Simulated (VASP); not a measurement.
# GaGe3: relaxation of cell and atoms with PBEsol

Crystal: GaGe3.

```xyz
4
Lattice="0.0000 3.3872 3.3872 3.3872 0.0000 3.3872 3.3872 3.3872 0.0000" Properties=species:S:1:pos:R:3 pbc="T T T"
Ge    3.3872    3.3872    3.3872
Ge    5.0808    5.0808    5.0808
Ge    1.6936    1.6936    1.6936
Ga    0.0000    0.0000    0.0000
```

* Program: VASP 6.6.1
* Task: relaxation of cell and atoms
* Functional: PBEsol
* Potentials or basis: VASP PAW PBE potentials, release 64 (Ge_d, Ga_d)
* Cutoff: 600 eV
* k mesh: 7 × 7 × 7
* Occupations: fermi-dirac, width 0.05 eV
* Spin: no spin polarisation
* Target pressure: 30 GPa
* Dipole correction: no
* Further INCAR settings: ALGO = Normal; EDIFF = 1e-07; IBRION = 2; EDIFFG = -0.01; NSW = 60; ISIF = 3

```
Relaxed volume                                             : 14.40 Å³/atom
Relaxed cell                                               : a = 4.334 Å, b = 4.334 Å, c = 4.334 Å, α = 60.00°, β = 60.00°, γ = 60.00°
Space group after relaxing (to 0.1 Å)                      : Fm-3m (No. 225)
Energy change on relaxing (the run minimises the enthalpy) : +281.1 meV/atom
Ionic steps                                                : 5
Pressure after relaxing                                    : 30.0 GPa
Band gap on the k mesh                                     : zero (an odd number of electrons rules out a gap without spin polarisation)
```

The path:
```tsv
step	energy change (eV)	largest force (eV/Å)	pressure (GPa)	volume (Å³)
1	0.0000	0.0000	-3.86	77.72
2	10.0112	0.0000	169.53	40.08
3	0.8767	0.0000	25.59	59.01
4	1.0364	0.0000	28.46	58.07
5	1.1246	0.0000	30.05	57.58
```

Final structure:
```
Ge Ga
1.0
     0.00000    3.06492    3.06492
     3.06492    0.00000    3.06492
     3.06492    3.06492    0.00000
Ge Ga
3 1
Direct
  0.50000 0.50000 0.50000
  0.75000 0.75000 0.75000
  0.25000 0.25000 0.25000
  0.00000 0.00000 0.00000
```

Levels at points of the mesh, in eV from the Fermi level:
| k point | band 24 | band 25 | band 26 | band 27 | band 28 | band 29 | band 30 | band 31 | band 32 | band 33 |
| --- | --- | --- | --- | --- | --- | --- | --- | --- | --- | --- |
| (0.00, 0.00, 0.00) | -2.18 | -2.18 | -2.18 | -1.92 | -1.92 | -1.92 | 0.23 | 0.23 | 0.23 | 1.35 |

Run time: 11 min on 1 thread of Intel Xeon 8259CL, with other jobs on the host, peak memory 0.28 GiB.

Caveat: the cell is relaxed towards a set pressure, so the run minimises the enthalpy, not the energy; the volume moved by over 15 % at a fixed basis, so the end points are rough; the PAW data sets were made with another functional, which shifts forces and pressure a little.
